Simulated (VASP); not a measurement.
# Si (Fd-3m) in VASP: a series of runs, part 2 of 2

VASP 6.6.1.

## Step 3: Single point, LDA

This run uses another cell than the first one, of 19.70 Å³/atom, 0.977 times its volume.

The input, INCAR:

```
  PREC = Accurate
  ENCUT = 500
  EDIFF = 1E-6
  ISMEAR = 0
  SIGMA = 0.02
  LREAL = F
  LASPH = T
  NELM = 120
  ALGO = Normal
  ISIF = 2
  LWAVE = F
  LCHARG = F
  GGA = CA
  NBANDS = 11
  GGA_COMPAT = F
```

The input, KPOINTS:

```
regular mesh
0
Gamma
  8 8 8
```

The input, POSCAR:

```
Si
1.0
    0.0000000000      2.7009711426      2.7009711426
    2.7009711426      0.0000000000      2.7009711426
    2.7009711426      2.7009711426      0.0000000000
Si
2
Direct
    0.7500000000      0.7500000000      0.7500000000
    0.5000000000      0.5000000000      0.5000000000
```

Potentials or basis: VASP PAW LDA potentials, release 64 (Si).

Command:

```sh
$ cat potpaw_LDA.64/Si/POTCAR > POTCAR
$ mpirun -np 1 vasp_std > vasp.out
```

OUTCAR:

```text
PREC = Accurate
   ENCUT = 500
   EDIFF = 1E-6
   ISMEAR = 0
   LREAL = F
   LASPH = T
   NELM = 120
   ISIF = 2
   GGA = CA

 ion  position               nearest neighbor table
   1  0.750  0.750  0.750-   2 2.34   2 2.34   2 2.34   2 2.34
   2  0.500  0.500  0.500-   1 2.34   1 2.34   1 2.34   1 2.34

  LATTYP: Found a face centered cubic cell.
 ALAT       =     5.4019422852

  Lattice vectors:

 A1 = (   0.0000000000,   2.7009711426,   2.7009711426)
 A2 = (   2.7009711426,   0.0000000000,   2.7009711426)
 A3 = (   2.7009711426,   2.7009711426,   0.0000000000)

Analysis of symmetry for initial positions (statically):
=====================================================================
 Subroutine PRICEL returns:
 Original cell was already a primitive cell.

 Routine SETGRP: Setting up the symmetry group for a
 face centered cubic supercell.

 Subroutine GETGRP returns: Found 48 space group operations
 (whereof 24 operations were pure point group operations)
 out of a pool of 48 trial point group operations.

The static configuration has the point symmetry T_d .
 The point group associated with its full space group is O_h .

Analysis of symmetry for dynamics (positions and initial velocities):
[... 174 lines left out ...]
      6       8.4652      0.00000
      7       8.4652      0.00000
      8       9.3273      0.00000
      9      13.6702      0.00000
     10      13.6702      0.00000
     11      13.6793      0.00000
[... 309 lines left out ...]
 k-point    24 :      -0.3750    0.2500    0.1250
  band No.  band energies     occupation
      1      -3.2085      2.00000
      2      -0.9220      2.00000
      3       2.4194      2.00000
      4       3.7332      2.00000
      5       8.9552      0.00000
      6       8.9746      0.00000
      7      11.8274      0.00000
      8      13.0035      0.00000
      9      13.3030      0.00000
     10      16.4683      0.00000
     11      17.6291      0.00000

 [... further k-points ...]

------------------------ aborting loop because EDIFF is reached ----------------------------------------

  FORCE on cell =-STRESS in cart. coord.  units (eV):
  Direction    XX          YY          ZZ          XY          YZ          ZX
  --------------------------------------------------------------------------------------
  -------------------------------------------------------------------------------------
  Total        0.0136363      0.0136363      0.0136363      0.0000000      0.0000000      0.0000000
  in kB        0.5543914      0.5543914      0.5543914      0.0000000      0.0000000      0.0000000
  external PRESSURE =       0.5543914 kB  Pullay stress =       0.0000000 kB

 VOLUME and BASIS-vectors are now :
 -----------------------------------------------------------------------------
  energy-cutoff  :      500.00
  volume of cell :       39.41
      direct lattice vectors                 reciprocal lattice vectors
     0.000000000  2.700971143  2.700971143    -0.185118601  0.185118601  0.185118601
     2.700971143  0.000000000  2.700971143     0.185118601 -0.185118601  0.185118601
     2.700971143  2.700971143  0.000000000     0.185118601  0.185118601 -0.185118601

 POSITION                                       TOTAL-FORCE (eV/Angst)
 -----------------------------------------------------------------------------------
      4.05146      4.05146      4.05146        -0.000000     -0.000000      0.000000
      2.70097      2.70097      2.70097         0.000000      0.000000     -0.000000
 -----------------------------------------------------------------------------------
    total drift:                                0.000000      0.000000     -0.000000

  FREE ENERGIE OF THE ION-ELECTRON SYSTEM (eV)
  ---------------------------------------------------
  free  energy   TOTEN  =       -11.9155272215 eV

  energy  without entropy=      -11.9155272215  energy(sigma->0) =      -11.91552722
```

OSZICAR:

```text
N       E                     dE             d eps       ncg     rms          rms(c)
DAV:   1     0.748525111692E+01    0.74853E+01   -0.31774E+03   638   0.569E+02
DAV:   2    -0.115843718033E+02   -0.19070E+02   -0.18307E+02   882   0.857E+01
DAV:   3    -0.121833465724E+02   -0.59897E+00   -0.59697E+00   811   0.135E+01
DAV:   4    -0.121882598726E+02   -0.49133E-02   -0.49128E-02   783   0.157E+00
DAV:   5    -0.121883060645E+02   -0.46192E-04   -0.46191E-04   816   0.136E-01    0.511E+00
DAV:   6    -0.120002970341E+02    0.18801E+00   -0.10967E-01   730   0.131E+00    0.306E+00
DAV:   7    -0.119153631753E+02    0.84934E-01   -0.19355E-01   728   0.180E+00    0.243E-01
DAV:   8    -0.119155454379E+02   -0.18226E-03   -0.80542E-03   725   0.492E-01    0.827E-02
DAV:   9    -0.119155222905E+02    0.23147E-04   -0.20917E-04   779   0.781E-02    0.629E-02
DAV:  10    -0.119155273929E+02   -0.51024E-05   -0.15714E-05   738   0.231E-02    0.269E-02
DAV:  11    -0.119155272215E+02    0.17142E-06   -0.91818E-07   515   0.509E-03
   1 F= -.11915527E+02 E0= -.11915527E+02  d E =-.451636E-27
```

It took 13 s on 1 thread of Intel Xeon 8259CL, shared host; peak memory 0.13 GiB.

Results:

| Item | Value |
| --- | --- |
| Free energy | -11.9155 eV |
| Pressure | 0.1 GPa |
| Band gap on the k mesh | 0.49 eV, indirect (least direct gap 2.53 eV) |

A k mesh can miss the band edges. As with any semilocal functional, this LDA gap is likely too small.

## Step 4: Single point, LDA

This run uses another cell than the first one, of 19.70 Å³/atom, 0.977 times its volume.

The input, INCAR:

```
SYSTEM = Si
PREC = Accurate
ENCUT = 500
EDIFF = 1E-6
ISMEAR = 0
SIGMA = 0.02
LREAL = .False.
LASPH = .True.
NELM = 120
ALGO = Normal
ISIF = 2
LWAVE = .False.
LCHARG = .True.
GGA = CA
LELF = .True.
LVHAR = .True.
NBANDS = 11
GGA_COMPAT = .False.
```

The input, KPOINTS:

```
Automatic mesh
0
Gamma
  8 8 8
  0 0 0
```

POSCAR is that of step 3.

Command:

```sh
$ cat potpaw_LDA.64/Si/POTCAR > POTCAR
$ mpirun -np 1 vasp_std > vasp.out
```

Wall time 15 s (1 thread of Intel Xeon 8259CL, shared host); peak memory 0.13 GiB.

It converged, with:

* Free energy: -11.9155 eV
* Pressure: 0.1 GPa
* Band gap on the k mesh: 0.49 eV, indirect (least direct gap 2.53 eV)

Levels at points of the mesh, in eV from the valence-band top:
```csv
k point,band 1,band 2,band 3,band 4,band 5,band 6,band 7,band 8,band 9
"(0.00, 0.00, 0.00)",-12.07,0.00,0.00,0.00,2.53,2.53,2.53,3.39,7.74
"(0.50, 0.00, 0.00)",-9.69,-7.07,-1.21,-1.21,1.49,3.28,3.28,7.54,10.56
"(0.50, 0.50, 0.00)",-7.87,-7.87,-2.90,-2.90,0.57,0.57,10.11,10.11,10.97
```
